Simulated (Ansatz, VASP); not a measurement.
**One calculation of P, two programs**

The input INCAR:

```
SYSTEM = P
  PREC = Accurate
  ENCUT = 600
  EDIFF = 1E-6
  ISMEAR = 0
  SIGMA = 0.1
  LREAL = .FALSE.
  LASPH = .TRUE.
  NELM = 100
  ALGO = Normal
  ISIF = 3
  LWAVE = .FALSE.
  LCHARG = .FALSE.
  GGA = PE
  IBRION = 2
  NSW = 100
  EDIFFG = -0.01
```

KPOINTS

```
Automatic mesh
0
G
  14 14 10
  0 0 0
```

File POSCAR:

```
P
1.0
    2.4198756682     -2.4250879722      0.0000000000
    2.4198756682      2.4250879722      0.0000000000
    0.0000000000      0.0000000000      5.2103027782
P
4
Direct
    0.2500000000      0.7500000000      0.4282305645
    0.7500000000      0.2500000000      0.5717694355
    0.0000000000      0.5000000000      0.0000000000
    0.5000000000      0.0000000000      0.0000000000
```

Input for Ansatz:

```yaml
crystal:
  lattice:
    - [2.4198756682, -2.4250879722, 0.0]
    - [2.4198756682, 2.4250879722, 0.0]
    - [0.0, 0.0, 5.2103027782]
  atoms:
    - { symbol: P, position: [0.25, 0.75, 0.4282305645] }
    - { symbol: P, position: [0.75, 0.25, 0.5717694355] }
    - { symbol: P, position: [0.0, 0.5, 0.0] }
    - { symbol: P, position: [0.5, 0.0, 0.0] }
basis:
  ecutwfc: 420
kpoints:
  mp_grid: { grid: [14, 14, 10] }
hamiltonian:
  xc: pbe
scf:
  occupations: { method: gaussian, width: 0.1 }
output:
  forces: true
  stress: true
  eigenvalues: true
relax:
  adjacent_minimum: "off"
  f_tol: 0.01
  max_steps: 80
  cell: { stress_tol: 0.05 }
```

Alike in both runs: task relaxation of cell and atoms; functional PBE; k mesh 14 × 14 × 10; occupations gaussian, width 0.1 eV; no spin polarisation.

```csv
,VASP,Ansatz
version,VASP 6.6.1,Ansatz 0.2.0
potentials or method,"VASP PAW PBE potentials, release 64 (P), cutoff 600 eV","scalar-relativistic, plane waves, PAW"
valence electrons in the cell,20,20
```

```tsv
	VASP	Ansatz	Ansatz less VASP
gap on the k mesh at the Fermi level, each at its own relaxed structure (eV)	none	none	-
relaxed volume (Å³/atom)	15.13	15.17	+0.037
relaxed cell length with the largest relative difference (Å)	5.135	5.142	+0.0068
```

A gap of «none» marks a metal or a gap that the smearing closes.
